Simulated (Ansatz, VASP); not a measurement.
# In2Sb: VASP beside Ansatz

```xyz
6
Lattice="5.3799 0.0000 0.0000 -2.6900 4.6591 0.0000 0.0000 0.0000 6.7226" Properties=species:S:1:pos:R:3 pbc="T T T"
In    2.6900    1.5530    1.6806
In    0.0000    3.1061    5.0419
In    0.0000    0.0000    3.3613
In    0.0000    0.0000    0.0000
Sb    2.6900    1.5530    5.0419
Sb    0.0000    3.1061    1.6806
```

Alike in both runs: task single point; functional PBEsol; k mesh 12 × 12 × 6; occupations gaussian, width 0.2 eV; no spin polarisation.

|  | VASP | Ansatz |
| --- | --- | --- |
| version | VASP 6.6.1 | Ansatz 0.2.0 |
| potentials or method | VASP PAW PBE potentials, release 64 (In_d, Sb), cutoff 520 eV | scalar-relativistic, plane waves, PAW |
| valence electrons in the cell | 62 | 82 |

```csv
,VASP,Ansatz,Ansatz less VASP
gap on the k mesh at the Fermi level (eV),none,none,-
pressure (GPa),-2.6,-2.6,+0.01
"traceless stress, the component that is largest in VASP (GPa)",-0.88,-0.87,+0.015
```

VASP's potentials were made for PBE, not for PBEsol. A gap of «none» marks a metal or a gap that the smearing closes. VASP's potentials hold 62 valence electrons a cell and Ansatz's 82, so a difference there can come from the potentials and not from the codes.

Spin-orbit coupling is off throughout.
